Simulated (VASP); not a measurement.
Wanted: the native input for a VASP 6.6.1 run.

| Property | Result |
| --- | --- |
| Task | electric field gradients |
| Functional | PBE |
| Potentials or basis | VASP PAW PBE potentials, release 64 (Co, Bi_d) |
| Cutoff | 520 eV |
| k mesh | 13 × 13 × 13 |
| Occupations | fermi-dirac, width 0.05 eV |
| Spin | collinear spin, ferromagnetic start |
| Starting moments | [2.0, 0.0] μB |
| Dipole correction | no |
| Further INCAR settings | ALGO = Normal; EDIFF = 1e-08; NBANDS = 23 |

The structure of CoBi (rocksalt type) lies in POSCAR:

```
CoBi
1.0
    0.0000000000      2.6776409452      2.6776409452
    2.6776409452      0.0000000000      2.6776409452
    2.6776409452      2.6776409452      0.0000000000
Co Bi
1 1
Direct
    0.0000000000      0.0000000000      0.0000000000
    0.5000000000      0.5000000000      0.5000000000
```

These files were run (other wordings do the same):

INCAR

```
PREC = Accurate ; ENCUT = 520
EDIFF = 1E-8 ; ISMEAR = -1
SIGMA = 0.05 ; LREAL = False
LASPH = True ; NELM = 150
ALGO = Normal ; ISIF = 2
LWAVE = False ; LCHARG = False
ISPIN = 2 ; MAGMOM = 2 0
LORBIT = 11 ; LMAXMIX = 4
GGA = PE ; LEFG = True
NBANDS = 23
```

KPOINTS

```
Automatic mesh
0
Gamma
  13 13 13
```

Potentials or basis: VASP PAW PBE potentials, release 64 (Co, Bi_d).

Launch:

```console
$ cat potpaw_PBE.64/Co/POTCAR potpaw_PBE.64/Bi_d/POTCAR > POTCAR
$ mpirun -np 1 vasp_std > vasp.out
```

It gave:

```json
{
  "Pressure": "2.3 GPa",
  "Net moment": "0.48 μB per cell",
  "Site moments": "Co +0.52; Bi -0.03 μB",
  "Largest electric field gradient by atom": "under 0.05 V/Å² on every atom",
  "Valence electrons inside the program's atomic spheres": "Co 8.20; Bi 12.92"
}
```

It took 72 s on 1 thread of AMD EPYC 9R45 (Zen 5), with other jobs on the host, peak memory 0.22 GiB.
